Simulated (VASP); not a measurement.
# Zn (P6_3/mmc) in VASP: elastic constants with LDA

Aim: the elastic constants of Zn with LDA.

Everything below comes from runs of VASP 6.6.1. Logs are shortened: lines on timing, memory, paths and dates and some standing lists are left out, and cuts for length are marked.

### 1 The cell of the first run

It takes space group P6_3/mmc (No. 194, hexagonal). The conventional cell has a = 2.527 Å, b = 2.527 Å, c = 4.346 Å, α = 90.00°, β = 90.00°, γ = 120.00°. Within 3.3 Å of Zn (site symmetry -6m2) lie 12 Zn at 2.53 to 2.62 Å.

### 2 Elastic constants, LDA

The input, INCAR:

```
PREC = Accurate
ENCUT = 600
EDIFF = 1E-8
ISMEAR = -1
SIGMA = 0.05
LREAL = F
LASPH = T
NELM = 100
ALGO = Normal
ISIF = 3
LWAVE = F
LCHARG = F
NBANDS = 19
IBRION = 6
NFREE = 2
POTIM = 0.015
NSW = 1
```

The input, KPOINTS:

```
regular mesh
0
Gamma
  20 20 10
```

The input, POSCAR:

```
Zn
1.0
    2.5266408887      0.0000000000      0.0000000000
   -1.2633204444      2.1881351959      0.0000000000
    0.0000000000      0.0000000000      4.3462952540
Zn
2
Direct
    0.3333333333      0.6666666667      0.2500000000
    0.6666666667      0.3333333333      0.7500000000
```

Potentials or basis: VASP PAW LDA potentials, release 64 (Zn).

Started as:

```bash
$ cat potpaw_LDA.64/Zn/POTCAR > POTCAR
$ mpirun -np 1 vasp_std > vasp.out
```

OUTCAR:

```text
PREC = Accurate
   ENCUT = 600
   EDIFF = 1E-8
   ISMEAR = -1
   LREAL = F
   LASPH = T
   NELM = 100
   ISIF = 3
   IBRION = 6
   NFREE = 2
   POTIM = 0.015
   NSW = 1

 ion  position               nearest neighbor table
   1  0.333  0.667  0.250-   2 2.62   2 2.62   2 2.62   2 2.62   2 2.62   2 2.62
   2  0.667  0.333  0.750-   1 2.62   1 2.62   1 2.62   1 2.62   1 2.62   1 2.62

  LATTYP: Found a hexagonal cell.
 ALAT       =     2.5266408887
 C/A-ratio  =     1.7201871756

  Lattice vectors:

 A1 = (   2.5266408887,   0.0000000000,   0.0000000000)
 A2 = (  -1.2633204444,   2.1881351959,   0.0000000000)
 A3 = (   0.0000000000,   0.0000000000,   4.3462952540)

Analysis of symmetry for initial positions (statically):
=====================================================================
 Subroutine PRICEL returns:
 Original cell was already a primitive cell.

 Routine SETGRP: Setting up the symmetry group for a
 hexagonal supercell.

 Subroutine GETGRP returns: Found 24 space group operations
 (whereof 12 operations were pure point group operations)
 out of a pool of 24 trial point group operations.

The static configuration has the point symmetry D_3d.
 The point group associated with its full space group is D_6h.

Analysis of symmetry for dynamics (positions and initial velocities):
=====================================================================
 Subroutine PRICEL returns:
 Original cell was already a primitive cell.

 Routine SETGRP: Setting up the symmetry group for a
 hexagonal supercell.

 Subroutine GETGRP returns: Found 24 space group operations
 (whereof 12 operations were pure point group operations)
 out of a pool of 24 trial point group operations.

The dynamic configuration has the point symmetry D_3d.
 The point group associated with its full space group is D_6h.

 Subroutine INISYM returns: Found 24 space group operations
 (whereof 12 operations are pure point group operations),
 and found     1 'primitive' translations

----------------------------------------------------------------------------------------

                                     Primitive cell

  volume of cell :      24.0291

  direct lattice vectors                    reciprocal lattice vectors
     2.526640889  0.000000000  0.000000000     0.395782402  0.228505076  0.000000000
    -1.263320444  2.188135196  0.000000000     0.000000000  0.457010153  0.000000000
     0.000000000  0.000000000  4.346295254     0.000000000  0.000000000  0.230081010

  length of vectors
     2.526640889  2.526640889  4.346295254     0.457010153  0.457010153  0.230081010

  position of ions in fractional coordinates (direct lattice)
     0.333333333  0.666666667  0.250000000
     0.666666667  0.333333333  0.750000000

  ion indices of the primitive-cell ions
   primitive index   ion index
                 1           1
                 2           2

----------------------------------------------------------------------------------------

 KPOINTS: regular mesh

Automatic generation of k-mesh.
 Grid dimensions read from file:
 generate k-points for:   20   20   10

 Generating k-lattice:

  Cartesian coordinates                     Fractional coordinates (reciprocal lattice)
     0.019789120  0.011425254  0.000000000     0.050000000  0.000000000  0.000000000
     0.000000000  0.022850508  0.000000000     0.000000000  0.050000000  0.000000000
     0.000000000  0.000000000  0.023008101     0.000000000  0.000000000  0.100000000

  Length of vectors
     0.022850508  0.022850508  0.023008101

  Shift w.r.t. Gamma in fractional coordinates (k-lattice)
     0.000000000  0.000000000  0.000000000

 Subroutine IBZKPT returns following result:
 ===========================================

[... 60 lines left out ...]
   EMIN   =  10.00;   EMAX   =-10.00  energy-range for DOS
   EFERMI =   0.00;   METHOD = LEGACY
   ISMEAR =    -1;   SIGMA  =   0.05  broadening in eV -4-tet -1-fermi 0-gaus
   EFERMI_NEDOS =   21; number of points for ismear=-14 and -15
   IALGO  =     38    algorithm
   IMIX   =      4    mixing-type and parameters
     AMIX     =   0.40;   BMIX     =  1.00
     AMIX_MAG =   1.60;   BMIX_MAG =  1.00
  volume/ion in A,a.u.               =      12.01        81.08
  Fermi-wavevector in a.u.,A,eV,Ry     =   1.636438  3.092420 36.435450  2.677930
  Thomas-Fermi vector in A             =   2.727745
   LORBIT       =      0    0 simple, 1 ext, 2 COOP (PROOUT), +10 PAW based schemes
   GGA     = CA    functional components
   LHFCALC =     F    Hartree Fock is set to
   AEXX    =    0.0000 exact exchange contribution
   IVDW    =     0    specifies the selected vdW correction
   LEPSILON=     F    determine dielectric tensor
   LRPA    =     F    only Hartree local field effects (RPA)
 finite differences with symmetry
 non-spin polarized calculation
  energy-cutoff  :      600.00
  volume of cell :       24.03
 maximum number of plane-waves:       829
   NGX = 11   NGY = 11   NGZ = 17

--------------------------------------- Ionic step        1  -------------------------------------------

 number of electron      23.9999982 magnetization

 Free energy of the ion-electron system (eV)
  ---------------------------------------------------
  ext. energy  EPLUGINS =         0.00000000
  ---------------------------------------------------
  free energy    TOTEN  =        -3.62119676 eV

  energy without entropy =       -3.61925168  energy(sigma->0) =       -3.62022422

------------------------ aborting loop because EDIFF is reached ----------------------------------------

  FORCE on cell =-STRESS in cart. coord.  units (eV):
  Direction    XX          YY          ZZ          XY          YZ          ZX
  --------------------------------------------------------------------------------------
  -------------------------------------------------------------------------------------
  Total        2.4149914      2.4149914      2.3706342     -0.0000000      0.0000000      0.0000000
  in kB      161.0235064    161.0235064    158.0659131     -0.0000000      0.0000000      0.0000000
  external PRESSURE =     160.0376420 kB  Pullay stress =       0.0000000 kB
[... 89 lines left out ...]
  FREE ENERGIE OF THE ION-ELECTRON SYSTEM (eV)
  ---------------------------------------------------
  free  energy   TOTEN  =        -3.5786454402 eV

  energy  without entropy=       -3.5765870763  energy(sigma->0) =       -3.57761626

[... ionic steps 4 to 14 ...]

--------------------------------------- Ionic step       15  -------------------------------------------

 number of electron      23.9999983 magnetization

------------------------ aborting loop because EDIFF is reached ----------------------------------------
[... 67 lines left out ...]
--------------------------------------- Ionic step       17  -------------------------------------------

 number of electron      23.9999989 magnetization

 Free energy of the ion-electron system (eV)
  ---------------------------------------------------
  ext. energy  EPLUGINS =         0.00000000
  ---------------------------------------------------
  free energy    TOTEN  =        -3.62041724 eV

  energy without entropy =       -3.61847140  energy(sigma->0) =       -3.61944432

 E-fermi :   4.9702     XC(G=0): -13.2093

 val. band max:        4.9293923526   @ k =  -0.2000   0.4500   0.1000
 cond. band min:       4.9929168832   @ k =   0.3500   0.3000   0.5000
 fundamental gap:      0.0635245306
 Fermi energy:         4.9701556491

 k-point     1 :       0.0000    0.0000    0.0000
  band No.  band energies     occupation
      1      -7.6523      2.00000
      2      -4.9750      2.00000
      3      -3.8472      2.00000
      4      -3.6605      2.00000
      5      -3.6605      2.00000
      6      -3.5480      2.00000
[... 505 lines left out ...]
      6      -3.6050      2.00000
[... 11 lines left out ...]
     18      22.0376      0.00000
     19      22.1866      0.00000

 [... further k-points ...]

------------------------ aborting loop because EDIFF is reached ----------------------------------------

  FORCE on cell =-STRESS in cart. coord.  units (eV):
  Direction    XX          YY          ZZ          XY          YZ          ZX
  --------------------------------------------------------------------------------------
  -------------------------------------------------------------------------------------
  Total        2.4109041      2.4109041      2.3687272     -0.0000000      0.0000000     -0.0000000
  in kB      160.7509781    160.7509781    157.9387621     -0.0000000      0.0000000     -0.0000000
  external PRESSURE =     159.8135728 kB  Pullay stress =       0.0000000 kB
[... 17 lines left out ...]
  FREE ENERGIE OF THE ION-ELECTRON SYSTEM (eV)
  ---------------------------------------------------
  free  energy   TOTEN  =        -3.6204172409 eV

  energy  without entropy=       -3.6184714013  energy(sigma->0) =       -3.61944432

 INTERNAL STRAIN TENSORS FROM STRAINED CELLS
 ============================================

 INTERNAL STRAIN TENSOR FOR ION    1 for displacements in x,y,z  (eV/Angst):
          X           Y           Z          XY          YZ          ZX
  --------------------------------------------------------------------------------
  x     0.00000    -0.00000     0.00000    -0.29787     0.00000     0.00000
  y    -0.28675     0.23715    -0.00000     0.00001    -0.00001    -0.00012
  z     0.00000     0.00000     0.00000    -0.00000     0.00266    -0.00000

 INTERNAL STRAIN TENSORS FROM DISPLACED ATOMS
 ============================================

 INTERNAL STRAIN TENSOR FOR ION    1 for displacements in x,y,z  (eV/Angst):
          X           Y           Z          XY          YZ          ZX
  --------------------------------------------------------------------------------
  x     0.00000    -0.00000    -0.00000    -0.29171     0.00000     0.00000
  y    -0.29171     0.29171     0.00000    -0.00000     0.00000     0.00000
  z     0.00000    -0.00000    -0.00000     0.00000     0.00000     0.00000

 INTERNAL STRAIN TENSOR FOR ION    2 for displacements in x,y,z  (eV/Angst):
          X           Y           Z          XY          YZ          ZX
  --------------------------------------------------------------------------------
  x    -0.00000     0.00000     0.00000     0.29171     0.00000     0.00000
  y     0.29171    -0.29171    -0.00000     0.00000     0.00000     0.00000
  z    -0.00000     0.00000     0.00000     0.00000     0.00000    -0.00000

 Eigenvectors and eigenvalues of the dynamical matrix
 ----------------------------------------------------

   1 f  =    7.229086 THz    45.421688 2PiTHz  241.136361 cm-1    29.897085 meV
             X         Y         Z           dx          dy          dz
     -0.000000  1.458757  1.086574    -0.000000    0.000000    0.707107
      1.263320  0.729378  3.259721     0.000000    0.000000   -0.707107
[... 11 lines left out ...]
   4 f  =    0.000000 THz     0.000000 2PiTHz    0.000000 cm-1     0.000000 meV
             X         Y         Z           dx          dy          dz
     -0.000000  1.458757  1.086574    -0.276514   -0.625440   -0.179901
      1.263320  0.729378  3.259721    -0.276514   -0.625440   -0.179901

   5 f/i=    0.000000 THz     0.000000 2PiTHz    0.000001 cm-1     0.000000 meV
             X         Y         Z           dx          dy          dz
     -0.000000  1.458757  1.086574     0.650679   -0.261930   -0.089495
      1.263320  0.729378  3.259721     0.650679   -0.261930   -0.089495

   6 f/i=    0.000000 THz     0.000001 2PiTHz    0.000003 cm-1     0.000000 meV
             X         Y         Z           dx          dy          dz
     -0.000000  1.458757  1.086574     0.012519   -0.200542    0.677957
      1.263320  0.729378  3.259721     0.012519   -0.200542    0.677957

--------------------------------------------------------------------------------------------------------

 ELASTIC MODULI CONTR FROM IONIC RELAXATION (kBar)
 Direction    XX          YY          ZZ          XY          YZ          ZX
 --------------------------------------------------------------------------------
 XX          -3.7724      3.7724      0.0000      0.0000      0.0000     -0.0000
 YY           3.7724     -3.7724     -0.0000      0.0000      0.0000      0.0000
 ZZ           0.0000     -0.0000     -0.0000     -0.0000      0.0000      0.0000
 XY           0.0000      0.0000     -0.0000     -3.7724      0.0000     -0.0000
 YZ           0.0000      0.0000      0.0000      0.0000      0.0000      0.0000
 ZX          -0.0000      0.0000      0.0000     -0.0000      0.0000     -0.0000
 --------------------------------------------------------------------------------

 TOTAL ELASTIC MODULI (kBar)
 Direction    XX          YY          ZZ          XY          YZ          ZX
 --------------------------------------------------------------------------------
 XX        3443.3671    873.5173    990.1972     -0.0000      0.0000     -0.0000
 YY         873.5173   3443.3671    990.1972     -0.0000      0.0000      0.0000
 ZZ         990.1972    990.1972   2394.6793     -0.0000      0.0000      0.0000
 XY          -0.0000     -0.0000     -0.0000   1284.9249     -0.0000      0.0000
 YZ           0.0000     -0.0000      0.0000     -0.0000    777.2008     -0.0000
 ZX          -0.0000      0.0000      0.0000      0.0000     -0.0000    777.2008
 --------------------------------------------------------------------------------
```

It took 71 min on 1 thread of Oxide Virtual Turin-like, shared host; peak memory 0.96 GiB.

What came out:

```yaml
Voigt_bulk_modulus: 167 GPa
Highest_phonon_frequency_at_Γ: 241 cm⁻¹
```

Phonon frequencies in cm⁻¹ (negative: imaginary):
```tsv
q point	frequencies
(0.000, 0.000, 0.000)	0 0 0 112 112 241
```

Elastic tensor in Voigt notation (GPa, in the Cartesian axes of the cell as first typed):
```
344  87  99   0   0   0
 87 344  99   0   0   0
 99  99 239   0   0   0
  0   0   0  78   0   0
  0   0   0   0  78   0
  0   0   0   0   0 128
```

Clamped-ion elastic tensor (GPa):
```
345  87  99   0   0   0
 87 345  99   0   0   0
 99  99 239   0   0   0
  0   0   0  78   0   0
  0   0   0   0  78   0
  0   0   0   0   0 129
```

Caveat: the cell is under stress, which shifts elastic constants.
